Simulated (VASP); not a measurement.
# Mo in VASP: further runs, part 2 of 2

VASP 6.6.1. Earlier steps stand in the parts before.

### Step 3. Electric field gradients, PBE (xy shear strain of -2 %)

Contents of INCAR:

```
PREC     = Accurate       # precision mode
ENCUT    = 520            # plane-wave cutoff, eV
EDIFF    = 1E-8           # SCF threshold, eV
ISMEAR   = -1             # smearing method
SIGMA    = 0.05           # smearing width, eV
LREAL    = F              # projectors in reciprocal space
LASPH    = T              # aspherical terms in the spheres
NELM     = 80             # most SCF steps
ALGO     = Normal         # electronic algorithm
ISIF     = 2              # what is computed and relaxed
LWAVE    = F              # write WAVECAR
LCHARG   = F              # write CHGCAR
GGA      = PE             # functional
LEFG     = T            
NBANDS   = 13             # bands
```

Contents of KPOINTS:

```
Automatic mesh
0
Gamma
  16 16 16
```

Contents of POSCAR:

```
Mo
1.0
   -1.5867100000      1.5867100000      1.5710000000
    1.5867100000     -1.5867100000      1.5710000000
    1.5552900000      1.5552900000     -1.5710000000
Mo
1
Direct
    0.0000000000      0.0000000000      0.0000000000
```

Potentials or basis: VASP PAW PBE potentials, release 64 (Mo_sv).

Launch:

```sh
$ cat potpaw_PBE.64/Mo_sv/POTCAR > POTCAR
$ mpirun -np 1 vasp_std > vasp.out
```

OUTCAR:

```text
PREC = Accurate
   ENCUT = 520
   EDIFF = 1E-8
   ISMEAR = -1
   LREAL = F
   LASPH = T
   NELM = 80
   ISIF = 2
   GGA = PE

 ion  position               nearest neighbor table
   1  0.000  0.000  0.000-

  LATTYP: Found a face centered orthorhombic cell.
 ALAT       =     3.1420000000
 B/A-ratio  =     1.4000714267
 C/A-ratio  =     1.4283556980

  Lattice vectors:

 A1 = (  -0.0314200000,   3.1420000000,   0.0000000000)
 A2 = (  -1.5867100000,   1.5867100000,   1.5710000000)
 A3 = (   1.5552900000,   1.5552900000,   1.5710000000)

Analysis of symmetry for initial positions (statically):
=====================================================================
 Subroutine PRICEL returns:
 Original cell was already a primitive cell.

 Routine SETGRP: Setting up the symmetry group for a
 face centered orthorhombic supercell.

 Subroutine GETGRP returns: Found  8 space group operations
 (whereof  8 operations were pure point group operations)
 out of a pool of  8 trial point group operations.

The static configuration has the point symmetry D_2h.

Analysis of symmetry for dynamics (positions and initial velocities):
=====================================================================
 Subroutine PRICEL returns:
 Original cell was already a primitive cell.

 Routine SETGRP: Setting up the symmetry group for a
 face centered orthorhombic supercell.

 Subroutine GETGRP returns: Found  8 space group operations
 (whereof  8 operations were pure point group operations)
 out of a pool of  8 trial point group operations.
[... 162 lines left out ...]
      8      11.5086      2.00000
      9      14.4044      0.00000
     10      14.4159      0.00000
     11      27.3906      0.00000
     12      27.5686      0.00000
     13      27.7448      0.00000
[... 354 lines left out ...]
  band No.  band energies     occupation
      1     -48.5430      2.00000
      2     -21.8865      2.00000
      3     -21.8157      2.00000
      4     -21.7710      2.00000
      5       5.6322      2.00000
      6      11.0925      2.00000
      7      11.3043      2.00000
      8      11.6666      2.00000
      9      14.2958      0.00000
     10      14.4137      0.00000
     11      27.7232      0.00000
     12      27.8549      0.00000
     13      27.8599      0.00000

 [... further k-points ...]

------------------------ aborting loop because EDIFF is reached ----------------------------------------

  FORCE on cell =-STRESS in cart. coord.  units (eV):
  Direction    XX          YY          ZZ          XY          YZ          ZX
  --------------------------------------------------------------------------------------
  -------------------------------------------------------------------------------------
  Total        0.5085505      0.5085505      0.5157691      0.2183986      0.0000000      0.0000000
  in kB       52.5411461     52.5411461     53.2869412     22.5639622      0.0000000      0.0000000
  external PRESSURE =      52.7897445 kB  Pullay stress =       0.0000000 kB

 VOLUME and BASIS-vectors are now :
 -----------------------------------------------------------------------------
  energy-cutoff  :      520.00
  volume of cell :       15.51
      direct lattice vectors                 reciprocal lattice vectors
    -1.586710000  1.586710000  1.571000000     0.003183004  0.318300449  0.318268619
     1.586710000 -1.586710000  1.571000000     0.318300449  0.003183004  0.318268619
     1.555290000  1.555290000 -1.571000000     0.321483453  0.321483453  0.000000000

 POSITION                                       TOTAL-FORCE (eV/Angst)
 -----------------------------------------------------------------------------------
      0.00000      0.00000      0.00000         0.000000      0.000000      0.000000
 -----------------------------------------------------------------------------------
    total drift:                                0.000000     -0.000000      0.000000

  FREE ENERGIE OF THE ION-ELECTRON SYSTEM (eV)
  ---------------------------------------------------
  free  energy   TOTEN  =       -10.9349285455 eV

  energy  without entropy=      -10.9307807596  energy(sigma->0) =      -10.93285465

 Electric field gradients (V/A^2)
---------------------------------------------------------------------
 ion       V_xx      V_yy      V_zz      V_xy      V_xz      V_yz
---------------------------------------------------------------------
   1       0.145     0.145    -0.290     2.360    -0.000    -0.000
---------------------------------------------------------------------

 Electric field gradients after diagonalization (V/A^2)
 (convention: |V_zz| > |V_xx| > |V_yy|)
----------------------------------------------------------------------
 ion       V_xx      V_yy      V_zz     asymmetry (V_yy - V_xx)/ V_zz
----------------------------------------------------------------------
   1      -2.216    -0.290     2.505       0.769
----------------------------------------------------------------------

           NMR quadrupolar parameters

 Cq : quadrupolar parameter    Cq=e*Q*V_zz/h
 eta: asymmetry parameters     (V_yy - V_xx)/ V_zz
 Q  : nuclear electric quadrupole moment in mb (millibarn)
----------------------------------------------------------------------
 ion       Cq(MHz)       eta       Q (mb)
----------------------------------------------------------------------
   1       0.006       0.769       1.000
----------------------------------------------------------------------
```

OSZICAR:

```text
N       E                     dE             d eps       ncg     rms          rms(c)
DAV:   1     0.922889947364E+02    0.92289E+02   -0.80866E+03 16279   0.111E+03
DAV:   2    -0.104217845962E+02   -0.10271E+03   -0.98766E+02 18466   0.311E+02
DAV:   3    -0.115817999358E+02   -0.11600E+01   -0.11573E+01 18091   0.330E+01
DAV:   4    -0.115844075482E+02   -0.26076E-02   -0.26076E-02 18086   0.190E+00
DAV:   5    -0.115844243301E+02   -0.16782E-04   -0.16782E-04 18391   0.136E-01    0.150E+01
DAV:   6    -0.110156792160E+02    0.56875E+00   -0.70136E-01 16501   0.103E+01    0.415E+00
DAV:   7    -0.109383727628E+02    0.77306E-01   -0.14045E-01 18086   0.441E+00    0.920E-01
DAV:   8    -0.109348623974E+02    0.35104E-02   -0.40281E-03 16681   0.813E-01    0.168E-01
DAV:   9    -0.109349213473E+02   -0.58950E-04   -0.10417E-04 19166   0.128E-01    0.745E-02
DAV:  10    -0.109349281986E+02   -0.68513E-05   -0.14033E-05 16701   0.451E-02    0.447E-03
DAV:  11    -0.109349286711E+02   -0.47246E-06   -0.12548E-07 19181   0.392E-03    0.103E-03
DAV:  12    -0.109349285304E+02    0.14071E-06   -0.72733E-09 11018   0.107E-03    0.933E-05
DAV:  13    -0.109349285524E+02   -0.22053E-07   -0.65180E-10  8718   0.353E-04    0.778E-05
DAV:  14    -0.109349285455E+02    0.69265E-08   -0.84965E-11  8368   0.122E-04
   1 F= -.10934929E+02 E0= -.10932855E+02  d E =-.414779E-02
```

Wall time 50 s (1 thread of Intel Xeon 6975P-C (Granite Rapids), shared host); peak memory 0.21 GiB.

Results:

```yaml
Free_energy: -10.9349 eV
Pressure: 5.3 GPa
Band_gap_on_the_k_mesh: zero (bands 7 and 8 overlap by 5.17 eV)
Largest_electric_field_gradient_by_atom: Mo +2.5 V/Å²
```

Stress tensor (GPa, compression positive):
```
5.25 2.26 0.00
2.26 5.25 0.00
0.00 0.00 5.33
```

Levels at points of the mesh, in eV from the Fermi level:
```csv
k point,band 4,band 5,band 6,band 7,band 8,band 9,band 10,band 11
"(0.00, 0.00, 0.00)",-34.50,-7.27,-1.54,-1.39,-1.22,1.68,1.69,14.66
"(0.50, 0.00, 0.00)",-34.54,-5.37,-3.44,1.65,1.71,2.34,4.80,11.77
"(0.50, 0.50, 0.00)",-34.52,-5.36,-3.50,1.49,1.81,2.48,4.69,11.53
"(0.00, 0.00, 0.50)",-34.56,-5.39,-3.39,1.61,1.82,2.21,4.92,11.83
"(0.50, 0.50, 0.50)",-35.47,-5.51,-5.50,3.84,4.02,4.21,9.00,9.12
```

Electric field gradients, principal values (V/Å²):
| atom | least | middle | greatest (by size) |
| --- | --- | --- | --- |
| 1 Mo | -0.290 | -2.216 | 2.505 |

Caveat: the cell differs from its parent crystal (xy shear strain of -2 %); the cell stands under pressure; without QUAD_EFG the Cq values of the log hold for a quadrupole moment of 1 mb, not for the nuclei.

### Step 4. Electric field gradients, RPBE

Contents of INCAR:

```
SYSTEM = Mo
PREC = Accurate
ENCUT = 520
EDIFF = 1E-8
ISMEAR = -1
SIGMA = 0.05
LREAL = .False.
LASPH = .True.
NELM = 80
ALGO = Normal
ISIF = 2
LWAVE = .False.
LCHARG = .False.
GGA = RP
LEFG = .True.
NBANDS = 13
```

Contents of KPOINTS:

```
Automatic mesh
0
Gamma
  16 16 16
  0 0 0
```

POSCAR is that of step 3.

Potentials or basis: VASP PAW PBE potentials, release 64 (Mo_sv).

Launch:

```sh
$ cat potpaw_PBE.64/Mo_sv/POTCAR > POTCAR
$ mpirun -np 1 vasp_std > vasp.out
```

OUTCAR:

```text
SYSTEM = Mo
   PREC = Accurate
   ENCUT = 520
   EDIFF = 1E-8
   ISMEAR = -1
   LREAL = .False.
   LASPH = .True.
   NELM = 80
   ISIF = 2
   GGA = RP

 ion  position               nearest neighbor table
   1  0.000  0.000  0.000-

  LATTYP: Found a face centered orthorhombic cell.
 ALAT       =     3.1420000000
 B/A-ratio  =     1.4000714267
 C/A-ratio  =     1.4283556980

  Lattice vectors:

 A1 = (  -0.0314200000,   3.1420000000,   0.0000000000)
[... 590 lines left out ...]
    total drift:                                0.000000     -0.000000      0.000000

  FREE ENERGIE OF THE ION-ELECTRON SYSTEM (eV)
  ---------------------------------------------------
  free  energy   TOTEN  =       -10.3515609065 eV

  energy  without entropy=      -10.3474557358  energy(sigma->0) =      -10.34950832

 Electric field gradients (V/A^2)
---------------------------------------------------------------------
 ion       V_xx      V_yy      V_zz      V_xy      V_xz      V_yz
---------------------------------------------------------------------
   1       0.136     0.136    -0.271     2.448    -0.000    -0.000
---------------------------------------------------------------------

 Electric field gradients after diagonalization (V/A^2)
 (convention: |V_zz| > |V_xx| > |V_yy|)
----------------------------------------------------------------------
 ion       V_xx      V_yy      V_zz     asymmetry (V_yy - V_xx)/ V_zz
----------------------------------------------------------------------
   1      -2.312    -0.271     2.583       0.790
----------------------------------------------------------------------

           NMR quadrupolar parameters

 Cq : quadrupolar parameter    Cq=e*Q*V_zz/h
 eta: asymmetry parameters     (V_yy - V_xx)/ V_zz
 Q  : nuclear electric quadrupole moment in mb (millibarn)
----------------------------------------------------------------------
 ion       Cq(MHz)       eta       Q (mb)
----------------------------------------------------------------------
   1       0.006       0.790       1.000
----------------------------------------------------------------------
```

Run time: 53 s. Hardware: 1 thread of Intel Xeon 6975P-C (Granite Rapids), shared host; peak memory 0.22 GiB.

Results:

```yaml
Free_energy: -10.3516 eV
Pressure: 8.8 GPa
Band_gap_on_the_k_mesh: zero (bands 7 and 8 overlap by 5.16 eV)
Largest_electric_field_gradient_by_atom: Mo +2.6 V/Å²
```

Stress tensor (GPa, compression positive):
```
8.77 2.30 0.00
2.30 8.77 0.00
0.00 0.00 8.85
```

Electric field gradients, principal values (V/Å²):
```tsv
atom	least	middle	greatest (by size)
1 Mo	-0.271	-2.312	2.583
```

Caveat: the cell stands under pressure; without QUAD_EFG the Cq values of the log hold for a quadrupole moment of 1 mb, not for the nuclei; the PAW data sets were made with another functional, which shifts forces and pressure a little.

### Step 5. The runs side by side

| level | cell | gap on the mesh (eV) | pressure (GPa) |
| --- | --- | --- | --- |
| PBE | a = 2.723 Å, angles 111.1, 111.1, 106.3°, 1 atom | none | 5.7 |
| PBE | a = 2.739, b = 2.739, c = 2.703 Å, angles 109.5, 109.5, 110.0°, 1 atom | none | 5.3 |
| RPBE | a = 2.739, b = 2.739, c = 2.703 Å, angles 109.5, 109.5, 110.0°, 1 atom | none | 8.8 |

Alike in all rows: task electric field gradients; potentials or basis VASP PAW PBE potentials, release 64 (Mo_sv); no spin polarisation; k mesh 16 × 16 × 16; cutoff (eV) 520; smearing fermi-dirac 0.05 eV.

Caveats: the cell stands under pressure; the PAW data sets were made with another functional, which shifts forces and pressure a little (at least some runs).

Absolute energies hang on the potentials; compare differences alone.
